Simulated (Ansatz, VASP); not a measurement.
## Cr: VASP beside Ansatz

POSCAR

```
Cr
1.0
    2.6957846861      0.0000000000      0.0000000000
   -1.3478923430      2.3346180213      0.0000000000
    0.0000000000      0.0000000000      4.3804017928
Cr
2
Direct
    0.6666666667      0.3333333333      0.7500000000
    0.3333333333      0.6666666667      0.2500000000
```

File INCAR.step1:

```
SYSTEM = Cr
PREC     = Accurate       ! precision mode
ENCUT    = 520            ! plane-wave cutoff, eV
ISMEAR   = -1             ! smearing method
SIGMA    = 0.05           ! smearing width, eV
LREAL    = .FALSE.        ! projectors in reciprocal space
LASPH    = .TRUE.         ! aspherical terms in the spheres
NELM     = 150            ! most SCF steps
ISPIN    = 2              ! spin polarisation
MAGMOM   = 3 3            ! initial moments
LMAXMIX  = 4              ! l up to which the mixer works
NBANDS   = 23             ! bands
GGA      = PE             ! functional
ALGO     = Normal         ! electronic algorithm
EDIFF    = 1E-4           ! SCF threshold, eV
LWAVE    = .TRUE.         ! write WAVECAR
LCHARG   = .FALSE.        ! write CHGCAR
```

INCAR.step2

```
SYSTEM = Cr
PREC     = Accurate       ! precision mode
ENCUT    = 520            ! plane-wave cutoff, eV
EDIFF    = 1E-6           ! SCF threshold, eV
ISMEAR   = -1             ! smearing method
SIGMA    = 0.05           ! smearing width, eV
LREAL    = .FALSE.        ! projectors in reciprocal space
LASPH    = .TRUE.         ! aspherical terms in the spheres
NELM     = 150            ! most SCF steps
ALGO     = Normal         ! electronic algorithm
ISIF     = 2              ! what is computed and relaxed
LWAVE    = .FALSE.        ! write WAVECAR
LCHARG   = .TRUE.         ! write CHGCAR
ISPIN    = 2              ! spin polarisation
MAGMOM   = 3 3            ! initial moments
LORBIT   = 11             ! projections on sites
LMAXMIX  = 4              ! l up to which the mixer works
METAGGA  = R2SCAN         ! meta-GGA
LMIXTAU  = .TRUE.       
LELF     = .TRUE.         ! ELF
LVHAR    = .TRUE.       
NBANDS   = 23             ! bands
ISTART   = 1
```

Contents of KPOINTS:

```
regular mesh
0
G
  11 11 6
  0 0 0
```

The input input.yaml:

```yaml
crystal:
  lattice:
    - [2.6957846861, 0.0, 0.0]
    - [-1.347892343, 2.3346180213, 0.0]
    - [0.0, 0.0, 4.3804017928]
  atoms:
    - { symbol: Cr, position: [0.6666666667, 0.3333333333, 0.75], spin: 3.0 }
    - { symbol: Cr, position: [0.3333333333, 0.6666666667, 0.25], spin: 3.0 }
hamiltonian:
  xc: r2scan
  pseudopotentials: { kind: paw }
magnetization:
  spin_polarized: true
kpoints:
  mp_grid: { grid: [11, 11, 6] }
scf:
  occupations: { method: fermi_dirac, width: 0.05 }
output:
  forces: true
  stress: true
  eigenvalues: true
  write_density: true
  write_potential: true
  elf: true
  volumetric_format: npy
```

Alike in both runs: task single point; functional r2SCAN; k mesh 11 × 11 × 6; occupations fermi-dirac, width 0.05 eV; collinear spin.

```csv
,VASP,Ansatz
version,VASP 6.6.1,Ansatz 0.2.0
potentials or method,"VASP PAW PBE potentials, release 64 (Cr_pv)",Ansatz PAW
plane-wave cutoff (eV),520,500
valence electrons in the cell,24,28
```

```tsv
	VASP	Ansatz	Ansatz less VASP
gap on the k mesh at the Fermi level (eV)	none	none	-
pressure (GPa)	-13.1	3.9	+17.01
traceless stress, the component that is largest in VASP (GPa)	-4.32	-16.84	-12.515
net moment per atom (μB)	2.01	0.00	-2.012
size of the moment on the site where the two differ most (μB)	1.96	2.82	+0.860
```

The net moments are unlike, so the other rows may belong to different states. VASP's potentials were made for PBE, not for r2SCAN. Site moments also hang on the region over which each program counts them. A gap of «none» marks a metal or a gap that the smearing closes. VASP's potentials hold 24 valence electrons a cell and Ansatz's 28, so a difference there can come from the potentials and not from the codes.

Noted on Ansatz's run: the magnetic or orbital state may not be the lowest.
